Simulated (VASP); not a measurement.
# TiH2 (I4/mmm) in VASP: notebook, part 2 of 2

VASP 6.6.1. Earlier steps stand in the parts before.

### Step 3. Relaxation of cell and atoms, PBEsol

This run uses another cell than the first one, of 7.25 Å³/atom, 1.042 times its volume.

Contents of INCAR:

```
SYSTEM = TiH2
  ALGO = Normal
  EDIFF = 1E-6
  EDIFFG = -0.005
  ENCUT = 600
  GGA = PS
  IBRION = 2
  ISIF = 3
  ISMEAR = 0
  LASPH = .TRUE.
  LCHARG = .FALSE.
  LREAL = .FALSE.
  LWAVE = .FALSE.
  NELM = 100
  NSW = 100
  PREC = Accurate
  SIGMA = 0.1
```

Contents of KPOINTS:

```
k-points
0
G
  18 18 18
  0 0 0
```

Contents of POSCAR:

```
TiH2
1.0
   -1.5965000000      1.5965000000      2.1335000000
    1.5965000000     -1.5965000000      2.1335000000
    1.5965000000      1.5965000000     -2.1335000000
Ti H
1 2
Direct
    0.0000000000      0.0000000000      0.0000000000
    0.7500000000      0.2500000000      0.5000000000
    0.2500000000      0.7500000000      0.5000000000
```

Potentials or basis: VASP PAW PBE potentials, release 64 (Ti_sv, H).

Launch:

```console
> cat potpaw_PBE.64/Ti_sv/POTCAR potpaw_PBE.64/H/POTCAR > POTCAR
> mpirun -np 1 vasp_std > vasp.out
```

OUTCAR:

```text
SYSTEM = TiH2
   EDIFF = 1E-6
   EDIFFG = -0.005
   ENCUT = 600
   GGA = PS
   IBRION = 2
   ISIF = 3
   ISMEAR = 0
   LASPH = .TRUE.
   LREAL = .FALSE.
   NELM = 100
   NSW = 100
   PREC = Accurate

 ion  position               nearest neighbor table
   1  0.000  0.000  0.000-
   2  0.750  0.250  0.500-
   3  0.250  0.750  0.500-

  LATTYP: Found a body centered tetragonal cell.
 ALAT       =     3.1930000000
 C/A-ratio  =     1.3363607892

  Lattice vectors:

 A1 = (  -1.5965000000,   1.5965000000,   2.1335000000)
 A2 = (   1.5965000000,  -1.5965000000,   2.1335000000)
 A3 = (   1.5965000000,   1.5965000000,  -2.1335000000)

Analysis of symmetry for initial positions (statically):
=====================================================================
 Subroutine PRICEL returns:
 Original cell was already a primitive cell.

 Routine SETGRP: Setting up the symmetry group for a
 body centered tetragonal supercell.

 Subroutine GETGRP returns: Found 16 space group operations
 (whereof 16 operations were pure point group operations)
 out of a pool of 16 trial point group operations.

The static configuration has the point symmetry D_4h.

Analysis of symmetry for dynamics (positions and initial velocities):
=====================================================================
 Subroutine PRICEL returns:
 Original cell was already a primitive cell.

 Routine SETGRP: Setting up the symmetry group for a
 body centered tetragonal supercell.

 Subroutine GETGRP returns: Found 16 space group operations
 (whereof 16 operations were pure point group operations)
 out of a pool of 16 trial point group operations.

The dynamic configuration has the point symmetry D_4h.

 Subroutine INISYM returns: Found 16 space group operations
 (whereof 16 operations are pure point group operations),
 and found     1 'primitive' translations

----------------------------------------------------------------------------------------

                                     Primitive cell

  volume of cell :      21.7516

  direct lattice vectors                    reciprocal lattice vectors
    -1.596500000  1.596500000  2.133500000     0.000000000  0.313185092  0.234356691
     1.596500000 -1.596500000  2.133500000     0.313185092  0.000000000  0.234356691
     1.596500000  1.596500000 -2.133500000     0.313185092  0.313185092  0.000000000

  length of vectors
     3.106355863  3.106355863  3.106355863     0.391162320  0.391162320  0.442910605

  position of ions in fractional coordinates (direct lattice)
     0.000000000  0.000000000  0.000000000
     0.750000000  0.250000000  0.500000000
     0.250000000  0.750000000  0.500000000

  ion indices of the primitive-cell ions
   primitive index   ion index
                 1           1
                 2           2
                 3           3

----------------------------------------------------------------------------------------

 KPOINTS: k-points

Automatic generation of k-mesh.
 Grid dimensions read from file:
 generate k-points for:   18   18   18

 Generating k-lattice:
[... 51 lines left out ...]
   NGXF,Y,Z  is equivalent  to a cutoff of  29.97, 29.97, 29.97 a.u.
 SYSTEM =  TiH2
   PREC   = accura    normal or accurate (medium, high low for compatibility)
   ISTART =      0    job   : 0-new  1-cont  2-samecut
   ICHARG =      2    charge: 1-file 2-atom 10-const
   ISPIN  =      1    spin polarized calculation?
   LNONCOLLINEAR =      F non collinear calculations
   LSORBIT =      F    spin-orbit coupling
   LASPH  =      T    aspherical Exc in radial PAW
   ENCUT  =  600.0 eV  44.10 Ry    6.64 a.u.   6.20  6.20  6.20*2*pi/ulx,y,z
   NELM   =    100;   NELMIN=  2; NELMDL= -5     # of ELM steps
   EDIFF  = 0.1E-05   stopping-criterion for ELM
   LREAL  =      F    real-space projection
   EDIFFG = -.5E-02   stopping-criterion for IOM
   NSW    =    100    number of steps for IOM
   IBRION =      2    ionic relax: 0-MD 1-quasi-New 2-CG
   NFREE  =      1    steps in history (QN), initial steepest desc. (CG)
   ISIF   =      3    stress and relaxation
   ISYM   =      2    0-nonsym 1-usesym 2-fastsym
   POTIM  = 0.5000    time-step for ionic-motion
   TEBEG  =    0.0;   TEEND  =   0.0 temperature during run
   PSTRESS=    0.0 pullay stress
   NELECT =      14.0000    total number of electrons
   NUPDOWN=      -1.0000    fix difference up-down
   EMIN   =  10.00;   EMAX   =-10.00  energy-range for DOS
   EFERMI =   0.00;   METHOD = LEGACY
   ISMEAR =     0;   SIGMA  =   0.10  broadening in eV -4-tet -1-fermi 0-gaus
   EFERMI_NEDOS =   21; number of points for ismear=-14 and -15
   IALGO  =     38    algorithm
   IMIX   =      4    mixing-type and parameters
     AMIX     =   0.40;   BMIX     =  1.00
     AMIX_MAG =   1.60;   BMIX_MAG =  1.00
  volume/ion in A,a.u.               =       7.25        48.93
  Fermi-wavevector in a.u.,A,eV,Ry     =   1.413472  2.671076 27.183139  1.997904
  Thomas-Fermi vector in A             =   2.535114
   LORBIT       =      0    0 simple, 1 ext, 2 COOP (PROOUT), +10 PAW based schemes
   GGA     = PS    functional components
   LHFCALC =     F    Hartree Fock is set to
   AEXX    =    0.0000 exact exchange contribution
   IVDW    =     0    specifies the selected vdW correction
   LEPSILON=     F    determine dielectric tensor
   LRPA    =     F    only Hartree local field effects (RPA)
 conjugate gradient relaxation of ions
 non-spin polarized calculation
 Gauss-broadening in eV      SIGMA  =   0.10
  energy-cutoff  :      600.00
  volume of cell :       21.75
 maximum number of plane-waves:       744
 NGX is ok and might be reduce to    28
   NGX = 13   NGY = 13   NGZ = 13

--------------------------------------- Ionic step        1  -------------------------------------------

 number of electron      13.9999998 magnetization

 Free energy of the ion-electron system (eV)
  ---------------------------------------------------
  ext. energy  EPLUGINS =         0.00000000
  ---------------------------------------------------
  free energy    TOTEN  =       -16.63026037 eV

  energy without entropy =      -16.62332862  energy(sigma->0) =      -16.62679449

------------------------ aborting loop because EDIFF is reached ----------------------------------------

  FORCE on cell =-STRESS in cart. coord.  units (eV):
  Direction    XX          YY          ZZ          XY          YZ          ZX
  --------------------------------------------------------------------------------------
  -------------------------------------------------------------------------------------
  Total       -0.7118147     -0.7118147     -0.7851594      0.0000000      0.0000000      0.0000000
  in kB      -52.4308719    -52.4308719    -57.8332930      0.0000000      0.0000000      0.0000000
  external PRESSURE =     -54.2316790 kB  Pullay stress =       0.0000000 kB
[... 246 lines left out ...]
--------------------------------------- Ionic step        8  -------------------------------------------

 number of electron      14.0000001 magnetization

 Free energy of the ion-electron system (eV)
  ---------------------------------------------------
  ext. energy  EPLUGINS =         0.00000000
  ---------------------------------------------------
  free energy    TOTEN  =       -16.64591045 eV

  energy without entropy =      -16.64077018  energy(sigma->0) =      -16.64334032

 E-fermi :   8.0076     XC(G=0): -11.8886

 val. band max:        8.0059071662   @ k =   0.1111   0.0556   0.0000
 cond. band min:       8.0117123634   @ k =   0.0000   0.0000   0.0000
 fundamental gap:      0.0058051972
 Fermi energy:         8.0076092302

 k-point     1 :       0.0000    0.0000    0.0000
  band No.  band energies     occupation
      1     -48.9255      2.00000
      2     -25.0892      2.00000
      3     -25.0892      2.00000
      4     -25.0609      2.00000
      5      -2.6792      2.00000
      6       7.6140      2.00000
      7       7.6140      2.00000
      8       8.0117      0.95373
      9       8.8329      0.00000
     10       9.2662      0.00000
     11       9.8508      0.00000
[... 309 lines left out ...]
 k-point    24 :      -0.2222    0.0556    0.0000
  band No.  band energies     occupation
      1     -48.8998      2.00000
      2     -25.2499      2.00000
      3     -25.1186      2.00000
      4     -25.0890      2.00000
      5      -1.6314      2.00000
      6       4.7809      2.00000
      7       7.8845      1.91822
      8       8.2507      0.00059
      9       9.1319      0.00000
     10       9.7507      0.00000
     11      12.3627      0.00000

 [... further k-points ...]

------------------------ aborting loop because EDIFF is reached ----------------------------------------

  FORCE on cell =-STRESS in cart. coord.  units (eV):
  Direction    XX          YY          ZZ          XY          YZ          ZX
  --------------------------------------------------------------------------------------
  -------------------------------------------------------------------------------------
  Total        0.0147172      0.0147172      0.0126076      0.0000000      0.0000000      0.0000000
  in kB        1.1294722      1.1294722      0.9675740      0.0000000      0.0000000      0.0000000
  external PRESSURE =       1.0755061 kB  Pullay stress =       0.0000000 kB
[... 18 lines left out ...]
  FREE ENERGIE OF THE ION-ELECTRON SYSTEM (eV)
  ---------------------------------------------------
  free  energy   TOTEN  =       -16.6459104508 eV

  energy  without entropy=      -16.6407701838  energy(sigma->0) =      -16.64334032

 reached required accuracy - stopping structural energy minimisation
```

CONTCAR:

```text
TiH2
   1.00000000000000
    -1.5879740052471925    1.5879740052471925    2.0697226250585201
     1.5879740052471925   -1.5879740052471925    2.0697226250585201
     1.5879740052471925    1.5879740052471925   -2.0697226250585201
  Ti              H
     1     2
Direct
     0.0000000000000000    1.0000000000000000    0.0000000000000000
     0.7500000000000000    0.2500000000000000    0.5000000000000000
     0.2500000000000000    0.7500000000000000    0.5000000000000000

  0.00000000E+00  0.00000000E+00  0.00000000E+00
  0.00000000E+00  0.00000000E+00  0.00000000E+00
  0.00000000E+00  0.00000000E+00  0.00000000E+00
```

It took 10 min on 1 thread of Intel Xeon Platinum 8259CL at 2.50GHz (Skylake/Cascade Lake), shared host; peak memory 0.3 GiB.

Results:

| Property | Result |
| --- | --- |
| Free energy | -16.6459 eV |
| Relaxed volume | 6.96 Å³/atom |
| Relaxed cell | a = 3.054 Å, b = 3.054 Å, c = 3.054 Å, α = 117.34°, β = 117.34°, γ = 94.67° |
| Space group after relaxing (to 0.05 Å) | I4/mmm (No. 139) |
| Energy gained by relaxing | 5.2 meV/atom |
| Ionic steps | 8 |
| Pressure after relaxing | 0.1 GPa |
| Band gap on the k mesh | zero (band 7 reaches 8.36 eV, above the bottom of band 8 at 7.66 eV) |

The path:
```csv
step,energy change (eV),largest force (eV/Å),pressure (GPa),volume (Å³)
1,0.0000,0.0000,-5.42,21.75
2,-0.0144,0.0000,-0.43,20.99
3,-0.0145,0.0000,-0.02,20.93
4,-0.0145,0.0000,0.12,20.91
5,-0.0147,0.0000,0.09,20.91
6,-0.0152,0.0000,0.12,20.90
7,-0.0156,0.0000,0.13,20.88
8,-0.0157,0.0000,0.11,20.88
```

Final structure:
```xyz
3
Lattice="-1.5880 1.5880 2.0697 1.5880 -1.5880 2.0697 1.5880 1.5880 -2.0697" Properties=species:S:1:pos:R:3 pbc="T T T"
Ti    1.5880   -1.5880    2.0697
H     0.0000    1.5880    1.0349
H     1.5880    0.0000    1.0349
```

Caveat: the PAW data sets were made with another functional, which shifts forces and pressure a little.
